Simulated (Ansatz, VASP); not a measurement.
## GaAs in VASP and in Ansatz

```
CELL_PARAMETERS angstrom
3.84377 0.00000 0.00000
0.00000 3.91308 0.00000
0.00000 0.00000 9.81157
ATOMIC_POSITIONS crystal
Ga 0.50000 0.50000 0.17177
Ga 0.50000 0.50000 0.82823
Ga 0.00000 0.00000 0.50000
As 0.50000 0.00000 0.32695
As 0.00000 0.50000 0.00000
As 0.50000 0.00000 0.67305
```

Alike in both runs: functional PBE; k mesh 10 × 10 × 4; occupations gaussian, width 0.1 eV; no spin polarisation.

Ansatz relaxed the structure, and its values are those at the end. VASP's run is a single point on that final structure, the one shown.

|  | VASP | Ansatz |
| --- | --- | --- |
| version | VASP 6.6.1 | Ansatz 0.2.0 |
| potentials or method | VASP PAW PBE potentials, release 64 (Ga_d, As), cutoff 520 eV | scalar-relativistic, plane waves, PAW |
| valence electrons in the cell | 54 | 84 |

|  | VASP | Ansatz | Ansatz less VASP |
| --- | --- | --- | --- |
| gap on the k mesh at the Fermi level (eV) | none | none | - |
| pressure (GPa) | 0.2 | 0.0 | -0.15 |

A gap of «none» marks a metal or a gap that the smearing closes. VASP's potentials hold 54 valence electrons a cell and Ansatz's 84, so a difference there can come from the potentials and not from the codes.
